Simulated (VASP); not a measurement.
Mg:

```
Mg
1.0
     3.25153    0.00000    0.00000
    -1.62577    2.81591    0.00000
     0.00000    0.00000    5.27886
Mg
2
Direct
  0.66667 0.33333 0.75000
  0.33333 0.66667 0.25000
```

Base run:

```yaml
Program: VASP 6.6.1
Functional: RPBE
Dispersion: D4
Potentials_or_basis: VASP PAW PBE potentials, release 64 (Mg)
Cutoff: 520 eV
k_mesh: 10 × 10 × 5
Occupations: fermi-dirac, width 0.05 eV
Spin: no spin polarisation
```

Its results: band gap on the k mesh zero (band 2 reaches 3.13 eV, above the bottom of band 3 at 1.26 eV); pressure -2.6 GPa.

**Question.** The run is repeated on the same cell with these changes: dispersion from D4 to D3(BJ). What comes out?

**Answer.** Band gap on the k mesh zero (band 2 reaches 3.13 eV, above the bottom of band 3 at 1.26 eV); pressure -13.4 GPa.

Caveats: the PAW data sets were made with another functional, which shifts forces and pressure a little; pairwise dispersion overbinds metals, which lowers pressure and volume.
